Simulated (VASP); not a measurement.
# CsAg (P-6m2) in VASP: a series of runs

The runs below take CsAg through single point, with PBE.

Everything below comes from runs of VASP 6.6.1. Logs are shortened: lines on timing, memory, paths and dates and some standing lists are left out, and cuts for length are marked.

**1. The cell of the first run**

Symmetry: P-6m2, No. 187, hexagonal system. The conventional cell has a = 4.834 Å, b = 4.834 Å, c = 6.912 Å, α = 90.00°, β = 90.00°, γ = 120.00°. Cs (site symmetry -6m2) has 6 Ag at 4.44 Å and 6 Cs at 4.83 Å within 5.8 Å. Within 5.8 Å of Ag (site symmetry -6m2) lie 6 Cs at 4.44 Å and 6 Ag at 4.83 Å.

The cell was generated, and may not be a known phase.

**2. Single point, PBE**

Input file INCAR:

```
SYSTEM = CsAg
PREC = Accurate
ENCUT = 500
EDIFF = 1E-6
ISMEAR = 0
SIGMA = 0.1
LREAL = .FALSE.
LASPH = .TRUE.
NELM = 120
ALGO = Normal
ISIF = 2
LWAVE = .FALSE.
LCHARG = .FALSE.
GGA = PE
NBANDS = 17
GGA_COMPAT = .FALSE.
```

Input file KPOINTS:

```
regular mesh
0
G
  6 6 4
  0 0 0
```

Input file POSCAR:

```
CsAg
1.0
    4.8336171000      0.0000000000      0.0000000000
   -2.4168085500      4.1860352000      0.0000000000
    0.0000000000      0.0000000000      6.9123771500
Cs Ag
1 1
Direct
    0.0000000000      0.0000000000      0.0000000000
    0.3333333300      0.6666666700      0.5000000000
```

Potentials or basis: VASP PAW PBE potentials, release 64 (Cs_sv, Ag).

Launch:

```sh
cat potpaw_PBE.64/Cs_sv/POTCAR potpaw_PBE.64/Ag/POTCAR > POTCAR
mpirun -np 1 vasp_std > vasp.out
```

OUTCAR:

```text
SYSTEM = CsAg
   PREC = Accurate
   ENCUT = 500
   EDIFF = 1E-6
   ISMEAR = 0
   LREAL = .FALSE.
   LASPH = .TRUE.
   NELM = 120
   ISIF = 2
   GGA = PE

 ion  position               nearest neighbor table
   1  0.000  0.000  0.000-
   2  0.333  0.667  0.500-

  LATTYP: Found a hexagonal cell.
 ALAT       =     4.8336171000
 C/A-ratio  =     1.4300630371

  Lattice vectors:

 A1 = (   4.8336171000,   0.0000000000,   0.0000000000)
 A2 = (  -2.4168085500,   4.1860352000,   0.0000000000)
 A3 = (   0.0000000000,   0.0000000000,   6.9123771500)

Analysis of symmetry for initial positions (statically):
=====================================================================
 Subroutine PRICEL returns:
 Original cell was already a primitive cell.

 Routine SETGRP: Setting up the symmetry group for a
 hexagonal supercell.

 Subroutine GETGRP returns: Found 12 space group operations
 (whereof 12 operations were pure point group operations)
 out of a pool of 24 trial point group operations.

The static configuration has the point symmetry D_3h.

Analysis of symmetry for dynamics (positions and initial velocities):
=====================================================================
 Subroutine PRICEL returns:
 Original cell was already a primitive cell.

 Routine SETGRP: Setting up the symmetry group for a
 hexagonal supercell.

 Subroutine GETGRP returns: Found 12 space group operations
 (whereof 12 operations were pure point group operations)
 out of a pool of 24 trial point group operations.

The dynamic configuration has the point symmetry D_3h.

 Subroutine INISYM returns: Found 12 space group operations
 (whereof 12 operations are pure point group operations),
 and found     1 'primitive' translations

----------------------------------------------------------------------------------------

                                     Primitive cell

  volume of cell :     139.8629

  direct lattice vectors                    reciprocal lattice vectors
     4.833617100  0.000000000  0.000000000     0.206884405  0.119444767  0.000000000
    -2.416808550  4.186035200  0.000000000     0.000000000  0.238889534  0.000000000
     0.000000000  0.000000000  6.912377150     0.000000000  0.000000000  0.144668032

  length of vectors
     4.833617100  4.833617099  6.912377150     0.238889534  0.238889534  0.144668032

  position of ions in fractional coordinates (direct lattice)
     0.000000000  0.000000000  0.000000000
     0.333333330  0.666666670  0.500000000

  ion indices of the primitive-cell ions
   primitive index   ion index
                 1           1
                 2           2

----------------------------------------------------------------------------------------

 KPOINTS: regular mesh

Automatic generation of k-mesh.
 Grid dimensions read from file:
 generate k-points for:    6    6    4

 Generating k-lattice:

  Cartesian coordinates                     Fractional coordinates (reciprocal lattice)
     0.034480734  0.019907461  0.000000000     0.166666667  0.000000000  0.000000000
     0.000000000  0.039814922  0.000000000     0.000000000  0.166666667  0.000000000
     0.000000000  0.000000000  0.036167008     0.000000000  0.000000000  0.250000000

  Length of vectors
     0.039814922  0.039814922  0.036167008

  Shift w.r.t. Gamma in fractional coordinates (k-lattice)
     0.000000000  0.000000000  0.000000000

 Subroutine IBZKPT returns following result:
 ===========================================

 Found     21 irreducible k-points:

 Following reciprocal coordinates:
            Coordinates               Weight
  0.000000  0.000000  0.000000      1.000000
  0.166667  0.000000  0.000000      6.000000
  0.333333  0.000000  0.000000      6.000000
  0.500000  0.000000  0.000000      3.000000
  0.166667  0.166667  0.000000      6.000000
  0.333333  0.166667  0.000000     12.000000
[... 13 lines left out ...]
  0.333333  0.166667  0.500000     12.000000
  0.333333  0.333333  0.500000      2.000000
   k-points           NKPTS =     21   k-points in BZ     NKDIM =     21   number of bands    NBANDS=     17
   number of dos      NEDOS =    301   number of ions     NIONS =      2
   total plane-waves  NPLWV =  64800
   dimension x,y,z NGX =    36 NGY =   36 NGZ =   50
   dimension x,y,z NGXF=    72 NGYF=   72 NGZF=  100
   ions per type =               1   1
   NGX,Y,Z   is equivalent  to a cutoff of  12.38, 12.38, 12.03 a.u.
   NGXF,Y,Z  is equivalent  to a cutoff of  24.76, 24.76, 24.05 a.u.
 SYSTEM =  CsAg
   PREC   = accura    normal or accurate (medium, high low for compatibility)
   ISTART =      0    job   : 0-new  1-cont  2-samecut
   ICHARG =      2    charge: 1-file 2-atom 10-const
   ISPIN  =      1    spin polarized calculation?
   LNONCOLLINEAR =      F non collinear calculations
   LSORBIT =      F    spin-orbit coupling
   LASPH  =      T    aspherical Exc in radial PAW
   ENCUT  =  500.0 eV  36.75 Ry    6.06 a.u.   8.81  8.81 12.60*2*pi/ulx,y,z
   NELM   =    120;   NELMIN=  2; NELMDL= -5     # of ELM steps
   EDIFF  = 0.1E-05   stopping-criterion for ELM
   LREAL  =      F    real-space projection
   EDIFFG = 0.1E-04   stopping-criterion for IOM
   NSW    =      0    number of steps for IOM
   IBRION =     -1    ionic relax: 0-MD 1-quasi-New 2-CG
   NFREE  =      0    steps in history (QN), initial steepest desc. (CG)
   ISIF   =      2    stress and relaxation
   ISYM   =      2    0-nonsym 1-usesym 2-fastsym
   POTIM  = 0.5000    time-step for ionic-motion
   TEBEG  =    0.0;   TEEND  =   0.0 temperature during run
   PSTRESS=    0.0 pullay stress
   NELECT =      20.0000    total number of electrons
   NUPDOWN=      -1.0000    fix difference up-down
   EMIN   =  10.00;   EMAX   =-10.00  energy-range for DOS
   EFERMI =   0.00;   METHOD = LEGACY
   ISMEAR =     0;   SIGMA  =   0.10  broadening in eV -4-tet -1-fermi 0-gaus
   EFERMI_NEDOS =   21; number of points for ismear=-14 and -15
   IALGO  =     38    algorithm
   IMIX   =      4    mixing-type and parameters
     AMIX     =   0.40;   BMIX     =  1.00
     AMIX_MAG =   1.60;   BMIX_MAG =  1.00
  volume/ion in A,a.u.               =      69.93       471.92
  Fermi-wavevector in a.u.,A,eV,Ry     =   0.856086  1.617768  9.971478  0.732883
  Thomas-Fermi vector in A             =   1.972934
   LORBIT       =      0    0 simple, 1 ext, 2 COOP (PROOUT), +10 PAW based schemes
   GGA     = PE    functional components
   LHFCALC =     F    Hartree Fock is set to
   AEXX    =    0.0000 exact exchange contribution
   IVDW    =     0    specifies the selected vdW correction
   LEPSILON=     F    determine dielectric tensor
   LRPA    =     F    only Hartree local field effects (RPA)
 non-spin polarized calculation
 Gauss-broadening in eV      SIGMA  =   0.10
  energy-cutoff  :      500.00
  volume of cell :      139.86
 maximum number of plane-waves:      3607
 NGX is ok and might be reduce to    36
   NGX = 17   NGY = 17   NGZ = 25

 number of electron      20.0000008 magnetization

 Free energy of the ion-electron system (eV)
  ---------------------------------------------------
  ext. energy  EPLUGINS =         0.00000000
  ---------------------------------------------------
  free energy    TOTEN  =        -2.71928085 eV

  energy without entropy =       -2.71444288  energy(sigma->0) =       -2.71686186

 E-fermi :   0.2698     XC(G=0):  -6.1991

 val. band max:        0.2529650446   @ k =   0.3333   0.3333   0.5000
 cond. band min:       0.2969032245   @ k =   0.3333   0.3333   0.2500
 fundamental gap:      0.0439381799
 Fermi energy:         0.2698046917

 k-point     1 :       0.0000    0.0000    0.0000
  band No.  band energies     occupation
      1     -23.1337      2.00000
      2      -9.8422      2.00000
      3      -9.8422      2.00000
      4      -9.8036      2.00000
      5      -2.6562      2.00000
      6      -2.5618      2.00000
[... 9 lines left out ...]
     16       5.2523      0.00000
     17       5.7479      0.00000

 k-point     2 :       0.1667    0.0000    0.0000
  band No.  band energies     occupation
      1     -23.1284      2.00000
      2      -9.9244      2.00000
      3      -9.8607      2.00000
      4      -9.7915      2.00000
      5      -2.6434      2.00000
      6      -2.5737      2.00000
[... 9 lines left out ...]
     16       5.0966      0.00000
     17       5.3400      0.00000

 k-point     3 :       0.3333    0.0000    0.0000
  band No.  band energies     occupation
      1     -23.1180      2.00000
      2     -10.0810      2.00000
      3      -9.8973      2.00000
      4      -9.7670      2.00000
      5      -2.6241      2.00000
      6      -2.5981      2.00000
[... 9 lines left out ...]
     16       4.8359      0.00000
     17       5.2982      0.00000

 k-point     4 :       0.5000    0.0000    0.0000
  band No.  band energies     occupation
      1     -23.1127      2.00000
      2     -10.1559      2.00000
      3      -9.9153      2.00000
      4      -9.7547      2.00000
      5      -2.6180      2.00000
      6      -2.6106      2.00000
[... 9 lines left out ...]
     16       5.1731      0.00000
     17       5.2385      0.00000
[... 283 lines left out ...]
      1     -23.1205      2.00000
      2     -10.0267      2.00000
      3      -9.9041      2.00000
      4      -9.7789      2.00000
      5      -2.6159      2.00000
      6      -2.6011      2.00000
[... 9 lines left out ...]
     16       4.7692      0.00000
     17       5.5840      0.00000

 k-point    20 :       0.3333    0.1667    0.5000
  band No.  band energies     occupation
      1     -23.1127      2.00000
      2     -10.1155      2.00000
      3      -9.9576      2.00000
      4      -9.7587      2.00000
      5      -2.6173      2.00000
      6      -2.6090      2.00000
[... 9 lines left out ...]
     16       5.0659      0.00000
     17       5.5662      0.00000

 k-point    21 :       0.3333    0.3333    0.5000
  band No.  band energies     occupation
      1     -23.1101      2.00000
      2     -10.0628      2.00000
      3     -10.0599      2.00000
      4      -9.7519      2.00000
      5      -2.6069      2.00000
      6      -2.6047      2.00000
[... 9 lines left out ...]
     16       5.0522      0.00000
     17       5.3492      0.00000

------------------------ aborting loop because EDIFF is reached ----------------------------------------

  FORCE on cell =-STRESS in cart. coord.  units (eV):
  Direction    XX          YY          ZZ          XY          YZ          ZX
  --------------------------------------------------------------------------------------
  -------------------------------------------------------------------------------------
  Total        0.1853157      0.1853157     -3.1693121      0.0000000      0.0000000      0.0000000
  in kB        2.1228551      2.1228551    -36.3055517      0.0000000      0.0000000      0.0000000
  external PRESSURE =     -10.6866138 kB  Pullay stress =       0.0000000 kB

 VOLUME and BASIS-vectors are now :
 -----------------------------------------------------------------------------
  energy-cutoff  :      500.00
  volume of cell :      139.86
      direct lattice vectors                 reciprocal lattice vectors
     4.833617100  0.000000000  0.000000000     0.206884405  0.119444767  0.000000000
    -2.416808550  4.186035200  0.000000000     0.000000000  0.238889534  0.000000000
     0.000000000  0.000000000  6.912377150     0.000000000  0.000000000  0.144668032

 POSITION                                       TOTAL-FORCE (eV/Angst)
 -----------------------------------------------------------------------------------
      0.00000      0.00000      0.00000        -0.000000     -0.000000      0.000000
     -0.00000      2.79069      3.45619         0.000000      0.000000      0.000000
 -----------------------------------------------------------------------------------
    total drift:                                0.000011     -0.000006     -0.000000

  FREE ENERGIE OF THE ION-ELECTRON SYSTEM (eV)
  ---------------------------------------------------
  free  energy   TOTEN  =        -2.7192808486 eV

  energy  without entropy=       -2.7144428792  energy(sigma->0) =       -2.71686186
```

Wall time 49 s (1 thread of Intel Xeon 8259CL, shared host); peak memory 0.26 GiB.

Results:

```yaml
Free_energy: -2.7193 eV
Pressure: -1.1 GPa
Band_gap_on_the_k_mesh: zero (bands 10 and 11 overlap by 0.49 eV)
```

Caveat: spin-orbit coupling is left out, which moves the levels of the heavy elements.

(Part 1 of 2 ends here.)

The gap in the log of VASP goes by the Fermi energy; the results here count the filled bands.